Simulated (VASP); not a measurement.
# LiNbO3 (R3c) in VASP: notebook

LiNbO3 is run at these levels: r2SCAN; tasks: single point.

All numbers are computed with VASP 6.6.1; they aren't measurements. Logs are shortened: lines on timing, memory, paths and dates and some standing lists are left out, and cuts for length are marked.

### Step 1. The cell of the first run

The structure is trigonal, space group R3c (No. 161). Conventional cell: a = 5.185 Å, b = 5.185 Å, c = 13.688 Å, α = 90.00°, β = 90.00°, γ = 120.00°. Within 2.7 Å of Li (site symmetry 3) lie 6 O at 2.00 to 2.48 Å. Nb (site symmetry 3) has 6 O at 1.89 to 2.10 Å within 2.5 Å. Within 2.5 Å of O (site symmetry 1) lie 2 Nb at 1.89 to 2.10 Å and 2 Li at 2.00 to 2.48 Å.

### Step 2. Single point, r2SCAN (atoms displaced along a vibrational mode)

POSCAR

```
LiNbO3
1.0
    2.5923872641      1.4967154848      4.5628211618
   -2.5923872641      1.4967154848      4.5628211618
    0.0000000000     -2.9934309695      4.5628211619
Li Nb O
2 2 6
Direct
    0.2310059032      0.2310059032      0.2310059032
    0.7310059032      0.7310059032      0.7310059032
   -0.0039452652     -0.0039452652     -0.0039452652
    0.4960547348      0.4960547348      0.4960547348
    0.1378480270      0.3808809358      0.7624204400
    0.7624204400      0.1378480270      0.3808809358
    0.3808809358      0.7624204400      0.1378480270
    0.8808809358      0.6378480270      0.2624204400
    0.2624204400      0.8808809358      0.6378480270
    0.6378480270      0.2624204400      0.8808809358
```

INCAR.step1

```
PREC = Accurate
ENCUT = 520
ISMEAR = 0
SIGMA = 0.05
LREAL = False
LASPH = True
NELM = 60
NBANDS = 45
GGA = PE
ALGO = Normal
EDIFF = 1E-4
LWAVE = True
LCHARG = False
```

INCAR.step2

```
PREC = Accurate
ENCUT = 520
EDIFF = 1E-7
ISMEAR = 0
SIGMA = 0.05
LREAL = False
LASPH = True
NELM = 60
ALGO = Normal
ISIF = 2
LWAVE = False
LCHARG = False
METAGGA = R2SCAN
LMIXTAU = True
NBANDS = 45
ISTART = 1
```

KPOINTS

```
Automatic mesh
0
Gamma
  6 6 6
```

Potentials or basis: VASP PAW PBE potentials, release 64 (Li_sv, Nb_sv, O).

Run with:

```
> cat potpaw_PBE.64/Li_sv/POTCAR potpaw_PBE.64/Nb_sv/POTCAR potpaw_PBE.64/O/POTCAR > POTCAR
> cp INCAR.step1 INCAR
> mpirun -np 1 vasp_std > vasp.out
> cp INCAR.step2 INCAR
> mpirun -np 1 vasp_std > vasp.out
```

OUTCAR:

```text
PREC = Accurate
   ENCUT = 520
   EDIFF = 1E-7
   ISMEAR = 0
   LREAL = False
   LASPH = True
   NELM = 60
   ISIF = 2
   METAGGA = R2SCAN
   ISTART = 1

 ion  position               nearest neighbor table
   1  0.231  0.231  0.231-  10 2.00   8 2.00   9 2.00
   2  0.731  0.731  0.731-   6 2.00   5 2.00   7 2.00
   3  0.996  0.996  0.996-   8 1.89  10 1.89   9 1.89   5 2.10   7 2.10   6 2.10
   4  0.496  0.496  0.496-   5 1.89   6 1.89   7 1.89   8 2.10   9 2.10  10 2.10
   5  0.138  0.381  0.762-   4 1.89   2 2.00   3 2.10
   6  0.762  0.138  0.381-   4 1.89   2 2.00   3 2.10
   7  0.381  0.762  0.138-   4 1.89   2 2.00   3 2.10
   8  0.881  0.638  0.262-   3 1.89   1 2.00   4 2.10
   9  0.262  0.881  0.638-   3 1.89   1 2.00   4 2.10
  10  0.638  0.262  0.881-   3 1.89   1 2.00   4 2.10

  LATTYP: Found a trigonal (rhomboedric) cell.
 ALAT       =     5.4571023377
 COS(alpha) =     0.5486581990

  Lattice vectors:

 A1 = (   2.5923872641,   1.4967154848,   4.5628211618)
 A2 = (  -2.5923872641,   1.4967154848,   4.5628211618)
 A3 = (   0.0000000000,  -2.9934309695,   4.5628211619)

Analysis of symmetry for initial positions (statically):
=====================================================================
 Subroutine PRICEL returns:
 Original cell was already a primitive cell.

 Routine SETGRP: Setting up the symmetry group for a
 trigonal (rhombohedral) supercell.

 Subroutine GETGRP returns: Found  6 space group operations
 (whereof  3 operations were pure point group operations)
 out of a pool of 12 trial point group operations.

The static configuration has the point symmetry C_3 .
 The point group associated with its full space group is C_3v.

Analysis of symmetry for dynamics (positions and initial velocities):
=====================================================================
 Subroutine PRICEL returns:
 Original cell was already a primitive cell.

 Routine SETGRP: Setting up the symmetry group for a
 trigonal (rhombohedral) supercell.

 Subroutine GETGRP returns: Found  6 space group operations
 (whereof  3 operations were pure point group operations)
 out of a pool of 12 trial point group operations.

The dynamic configuration has the point symmetry C_3 .
 The point group associated with its full space group is C_3v.

 Subroutine INISYM returns: Found  6 space group operations
 (whereof  3 operations are pure point group operations),
 and found     1 'primitive' translations

----------------------------------------------------------------------------------------

                                     Primitive cell

  volume of cell :     106.2243

  direct lattice vectors                    reciprocal lattice vectors
     2.592387264  1.496715485  4.562821162     0.192872418  0.111354942  0.073054218
    -2.592387264  1.496715485  4.562821162    -0.192872418  0.111354942  0.073054218
     0.000000000 -2.993430969  4.562821162     0.000000000 -0.222709885  0.073054218

  length of vectors
     5.457102338  5.457102338  5.457102338     0.234385605  0.234385605  0.234385605

  position of ions in fractional coordinates (direct lattice)
     0.231005903  0.231005903  0.231005903
     0.731005903  0.731005903  0.731005903
     0.996054735  0.996054735  0.996054735
     0.496054735  0.496054735  0.496054735
     0.137848027  0.380880936  0.762420440
     0.762420440  0.137848027  0.380880936
     0.380880936  0.762420440  0.137848027
     0.880880936  0.637848027  0.262420440
     0.262420440  0.880880936  0.637848027
     0.637848027  0.262420440  0.880880936

  ion indices of the primitive-cell ions
   primitive index   ion index
                 1           1
                 2           2
                 3           3
                 4           4
                 5           5
                 6           6
                 7           7
                 8           8
                 9           9
                10          10

----------------------------------------------------------------------------------------

 KPOINTS: Automatic mesh

Automatic generation of k-mesh.
 Grid dimensions read from file:
 generate k-points for:    6    6    6

 Generating k-lattice:

  Cartesian coordinates                     Fractional coordinates (reciprocal lattice)
     0.032145403  0.018559157  0.012175703     0.166666667 -0.000000000 -0.000000000
    -0.032145403  0.018559157  0.012175703    -0.000000000  0.166666667 -0.000000000
     0.000000000 -0.037118314  0.012175703     0.000000000  0.000000000  0.166666667

  Length of vectors
     0.039064267  0.039064267  0.039064267

  Shift w.r.t. Gamma in fractional coordinates (k-lattice)
     0.000000000  0.000000000  0.000000000

 Subroutine IBZKPT returns following result:
 ===========================================

 Found     32 irreducible k-points:

 Following reciprocal coordinates:
            Coordinates               Weight
  0.000000  0.000000  0.000000      1.000000
  0.166667 -0.000000 -0.000000      6.000000
  0.333333 -0.000000 -0.000000      6.000000
  0.500000 -0.000000 -0.000000      3.000000
  0.166667  0.166667 -0.000000      6.000000
  0.333333  0.166667 -0.000000     12.000000
[... 16 lines left out ...]
  0.500000  0.500000  0.166667      6.000000
 -0.333333  0.500000  0.166667     12.000000
 [... further k-points ...]
   k-points           NKPTS =     32   k-points in BZ     NKDIM =     32   number of bands    NBANDS=     45
   number of dos      NEDOS =    301   number of ions     NIONS =     10
   total plane-waves  NPLWV =  74088
   dimension x,y,z NGX =    42 NGY =   42 NGZ =   42
   dimension x,y,z NGXF=    84 NGYF=   84 NGZF=   84
   ions per type =               2   2   6
   NGX,Y,Z   is equivalent  to a cutoff of  12.79, 12.79, 12.79 a.u.
   NGXF,Y,Z  is equivalent  to a cutoff of  25.59, 25.59, 25.59 a.u.
 SYSTEM =  unknown system
   PREC   = accura    normal or accurate (medium, high low for compatibility)
   ISTART =      1    job   : 0-new  1-cont  2-samecut
   ICHARG =      0    charge: 1-file 2-atom 10-const
   ISPIN  =      1    spin polarized calculation?
   LNONCOLLINEAR =      F non collinear calculations
   LSORBIT =      F    spin-orbit coupling
   LASPH  =      T    aspherical Exc in radial PAW
   ENCUT  =  520.0 eV  38.22 Ry    6.18 a.u.  10.15 10.15 10.15*2*pi/ulx,y,z
   NELM   =     60;   NELMIN=  2; NELMDL=  0     # of ELM steps
   EDIFF  = 0.1E-06   stopping-criterion for ELM
   LREAL  =      F    real-space projection
   EDIFFG = 0.1E-05   stopping-criterion for IOM
   NSW    =      0    number of steps for IOM
   IBRION =     -1    ionic relax: 0-MD 1-quasi-New 2-CG
   NFREE  =      0    steps in history (QN), initial steepest desc. (CG)
   ISIF   =      2    stress and relaxation
   ISYM   =      2    0-nonsym 1-usesym 2-fastsym
   POTIM  = 0.5000    time-step for ionic-motion
   TEBEG  =    0.0;   TEEND  =   0.0 temperature during run
   PSTRESS=    0.0 pullay stress
   NELECT =      68.0000    total number of electrons
   NUPDOWN=      -1.0000    fix difference up-down
   EMIN   =  10.00;   EMAX   =-10.00  energy-range for DOS
   EFERMI =   0.00;   METHOD = LEGACY
   ISMEAR =     0;   SIGMA  =   0.05  broadening in eV -4-tet -1-fermi 0-gaus
   EFERMI_NEDOS =   21; number of points for ismear=-14 and -15
   IALGO  =     38    algorithm
   IMIX   =      4    mixing-type and parameters
     AMIX     =   0.40;   BMIX     =  1.00
     AMIX_MAG =   1.60;   BMIX_MAG =  1.00
  volume/ion in A,a.u.               =      10.62        71.68
  Fermi-wavevector in a.u.,A,eV,Ry     =   1.410923  2.666257 27.085153  1.990703
  Thomas-Fermi vector in A             =   2.532827
   LORBIT       =      0    0 simple, 1 ext, 2 COOP (PROOUT), +10 PAW based schemes
   METAGGA = R2SCAN    functional components
   LHFCALC =     F    Hartree Fock is set to
   AEXX    =    0.0000 exact exchange contribution
   IVDW    =     0    specifies the selected vdW correction
   LEPSILON=     F    determine dielectric tensor
   LRPA    =     F    only Hartree local field effects (RPA)
 non-spin polarized calculation
 Gauss-broadening in eV      SIGMA  =   0.05
  energy-cutoff  :      520.00
  volume of cell :      106.22
 maximum number of plane-waves:      2908
 NGX is ok and might be reduce to    42
   NGX = 21   NGY = 21   NGZ = 21

 number of electron      68.0000000 magnetization

 Free energy of the ion-electron system (eV)
  ---------------------------------------------------
  ext. energy  EPLUGINS =         0.00000000
  ---------------------------------------------------
  free energy    TOTEN  =      -118.49923704 eV

  energy without entropy =     -118.49923704  energy(sigma->0) =     -118.49923704

 E-fermi :   3.4566     XC(G=0): -11.4769

 val. band max:        3.2398702084   @ k =  -0.1667   0.1667   0.0000
 cond. band min:       6.9385741037   @ k =   0.0000   0.0000   0.0000
 fundamental gap:      3.6987038953
 Fermi energy:         3.4566243878

 k-point     1 :       0.0000    0.0000    0.0000
  band No.  band energies     occupation
      1     -52.6485      2.00000
      2     -52.6310      2.00000
      3     -40.7960      2.00000
      4     -40.7940      2.00000
      5     -28.2359      2.00000
      6     -28.2359      2.00000
[... 37 lines left out ...]
     44      14.4509      0.00000
     45      14.5628      0.00000

 k-point     2 :       0.1667   -0.0000   -0.0000
  band No.  band energies     occupation
      1     -52.6473      2.00000
      2     -52.6322      2.00000
      3     -40.7959      2.00000
      4     -40.7942      2.00000
      5     -28.2248      2.00000
      6     -28.2236      2.00000
[... 37 lines left out ...]
     44      14.2695      0.00000
     45      14.2826      0.00000

 k-point     3 :       0.3333   -0.0000   -0.0000
  band No.  band energies     occupation
      1     -52.6441      2.00000
      2     -52.6354      2.00000
      3     -40.7956      2.00000
      4     -40.7945      2.00000
      5     -28.1930      2.00000
      6     -28.1895      2.00000
[... 37 lines left out ...]
     44      13.7723      0.00000
     45      13.8703      0.00000

 k-point     4 :       0.5000   -0.0000   -0.0000
  band No.  band energies     occupation
      1     -52.6397      2.00000
      2     -52.6397      2.00000
      3     -40.7951      2.00000
      4     -40.7951      2.00000
      5     -28.1463      2.00000
      6     -28.1463      2.00000
[... 901 lines left out ...]
     44      13.6520      0.00000
     45      14.0429      0.00000

 k-point    23 :       0.5000    0.5000    0.1667
  band No.  band energies     occupation
      1     -52.6423      2.00000
      2     -52.6372      2.00000
      3     -40.7954      2.00000
      4     -40.7948      2.00000
      5     -28.2334      2.00000
      6     -28.2258      2.00000
[... 37 lines left out ...]
     44      13.7705      0.00000
     45      14.2583      0.00000

 k-point    24 :      -0.3333    0.5000    0.1667
  band No.  band energies     occupation
      1     -52.6412      2.00000
      2     -52.6383      2.00000
      3     -40.7953      2.00000
      4     -40.7949      2.00000
      5     -28.2398      2.00000
      6     -28.2374      2.00000
[... 37 lines left out ...]
     44      13.7694      0.00000
     45      14.3291      0.00000

 [... further k-points ...]
[... 5 lines left out ...]
  --------------------------------------------------------------------------------------
  -------------------------------------------------------------------------------------
  Total        0.9253825      0.9253825      1.7748439      0.0000000     -0.0000000      0.0000000
  in kB       13.9575130     13.9575130     26.7699101      0.0000000     -0.0000000      0.0000000
  external PRESSURE =      18.2283120 kB  Pullay stress =       0.0000000 kB

 VOLUME and BASIS-vectors are now :
 -----------------------------------------------------------------------------
  energy-cutoff  :      520.00
  volume of cell :      106.22
      direct lattice vectors                 reciprocal lattice vectors
     2.592387264  1.496715485  4.562821162     0.192872418  0.111354942  0.073054218
    -2.592387264  1.496715485  4.562821162    -0.192872418  0.111354942  0.073054218
     0.000000000 -2.993430969  4.562821162     0.000000000 -0.222709885  0.073054218

 POSITION                                       TOTAL-FORCE (eV/Angst)
 -----------------------------------------------------------------------------------
      0.00000      0.00000      3.16212        -0.000000     -0.000000     -0.201856
      0.00000      0.00000     10.00635        -0.000000     -0.000000     -0.201856
      0.00000      0.00000     13.63446        -0.000000     -0.000000     -0.026287
      0.00000      0.00000      6.79023        -0.000000     -0.000000     -0.026287
     -0.63004     -1.50586      5.84566        -0.157864     -0.283558      0.076048
      1.61913      0.20730      5.84566         0.324501      0.005065      0.076048
     -0.98910      1.29856      5.84566        -0.166637      0.278493      0.076048
      0.63004      1.48757      8.12707         0.157864     -0.283558      0.076048
     -1.60329     -0.19816      8.12707         0.166637      0.278493      0.076048
      0.97325     -1.28941      8.12707        -0.324501      0.005065      0.076048
 -----------------------------------------------------------------------------------
    total drift:                               -0.000000      0.000001      0.023922

  FREE ENERGIE OF THE ION-ELECTRON SYSTEM (eV)
  ---------------------------------------------------
  free  energy   TOTEN  =      -118.4992370411 eV

  energy  without entropy=     -118.4992370411  energy(sigma->0) =     -118.49923704
```

Run time: 8.1 min. Hardware: 1 thread of Intel Xeon 6975P-C (Granite Rapids), shared host; peak memory 0.35 GiB.

What came out:

```
Free energy            : -118.4992 eV
Largest force          : 0.333 eV/Å
Band gap on the k mesh : 3.70 eV (least direct gap 3.73 eV)
```

Forces in eV/Å, atoms in the order of the input:
```
Li   0.000  0.000 -0.202
Li   0.000  0.000 -0.202
Nb   0.000  0.000 -0.026
Nb   0.000  0.000 -0.026
O   -0.158 -0.284  0.076
O    0.325  0.005  0.076
O   -0.167  0.278  0.076
O    0.158 -0.284  0.076
O    0.167  0.278  0.076
O   -0.325  0.005  0.076
```

Caveat: the cell differs from its parent crystal (atoms displaced along a vibrational mode); the cutoff is under 1.25 times the usual one of these potentials, so pressure, stress and relaxed cells hold a basis-set (Pulay) error; the PAW data sets were made with another functional, which shifts forces and pressure a little. A k mesh can miss the band edges.

### Step 3. Single point, r2SCAN (atoms displaced along a vibrational mode)

POSCAR

```
LiNbO3
1.0
    2.5923872641      1.4967154848      4.5628211618
   -2.5923872641      1.4967154848      4.5628211618
    0.0000000000     -2.9934309695      4.5628211619
Li Nb O
2 2 6
Direct
    0.2642455726      0.2642455726      0.2642455726
    0.7642455726      0.7642455726      0.7642455726
    0.0029589489      0.0029589489      0.0029589489
    0.5029589489      0.5029589489      0.5029589489
    0.1214601845      0.3644930933      0.7406846700
    0.7406846700      0.1214601845      0.3644930933
    0.3644930933      0.7406846700      0.1214601845
    0.8644930933      0.6214601845      0.2406846700
    0.2406846700      0.8644930933      0.6214601845
    0.6214601845      0.2406846700      0.8644930933
```

INCAR.step1

```
PREC = Accurate ; ENCUT = 520
ISMEAR = 0 ; SIGMA = 0.05
LREAL = False ; LASPH = True
NELM = 80 ; NBANDS = 45
GGA = PE ; ALGO = Normal
EDIFF = 1E-4 ; LWAVE = True
LCHARG = False
```

INCAR.step2

```
PREC = Accurate ; ENCUT = 520
EDIFF = 1E-7 ; ISMEAR = 0
SIGMA = 0.05 ; LREAL = False
LASPH = True ; NELM = 80
ALGO = Normal ; ISIF = 2
LWAVE = False ; LCHARG = True
METAGGA = R2SCAN ; LMIXTAU = True
LELF = True ; LVHAR = True
NBANDS = 45 ; ISTART = 1
```

KPOINTS is that of step 2.

Potentials or basis: VASP PAW PBE potentials, release 64 (Li_sv, Nb_sv, O).

Run with:

```
> cat potpaw_PBE.64/Li_sv/POTCAR potpaw_PBE.64/Nb_sv/POTCAR potpaw_PBE.64/O/POTCAR > POTCAR
> cp INCAR.step1 INCAR
> mpirun -np 1 vasp_std > vasp.out
> cp INCAR.step2 INCAR
> mpirun -np 1 vasp_std > vasp.out
```

Run time: 6.9 min. Hardware: 1 thread of Intel Xeon 6975P-C (Granite Rapids), shared host; peak memory 0.35 GiB.

It converged, with:

| Property | Result |
| --- | --- |
| Free energy | -118.4397 eV |
| Largest force | 0.259 eV/Å |
| Band gap on the k mesh | 3.42 eV (least direct gap 3.50 eV) |

Forces in eV/Å, atoms in the order of the input:
```
Li   0.000  0.000  0.187
Li   0.000  0.000  0.187
Nb   0.000  0.000  0.259
Nb   0.000  0.000  0.259
O   -0.086  0.134 -0.149
O   -0.073 -0.141 -0.149
O    0.159  0.007 -0.149
O    0.086  0.134 -0.149
O   -0.159  0.007 -0.149
O    0.073 -0.141 -0.149
```

Levels at points of the mesh, in eV from the valence-band top:
| k point | band 31 | band 32 | band 33 | band 34 | band 35 | band 36 | band 37 | band 38 |
| --- | --- | --- | --- | --- | --- | --- | --- | --- |
| (0.00, 0.00, 0.00) | -0.42 | -0.25 | -0.08 | -0.08 | 3.42 | 3.42 | 3.68 | 5.38 |
| (0.50, 0.00, 0.00) | -0.32 | -0.32 | -0.20 | -0.20 | 4.50 | 4.50 | 4.96 | 4.96 |
| (0.50, 0.50, 0.00) | -0.86 | -0.52 | -0.52 | -0.24 | 3.43 | 4.31 | 4.68 | 4.98 |
| (0.50, 0.50, 0.50) | -0.31 | -0.31 | -0.31 | -0.31 | 4.83 | 4.83 | 5.11 | 5.11 |

Caveat: the cell differs from its parent crystal (atoms displaced along a vibrational mode); the cutoff is under 1.25 times the usual one of these potentials, so pressure, stress and relaxed cells hold a basis-set (Pulay) error; the PAW data sets were made with another functional, which shifts forces and pressure a little.

(Part 1 of 2 ends here.)
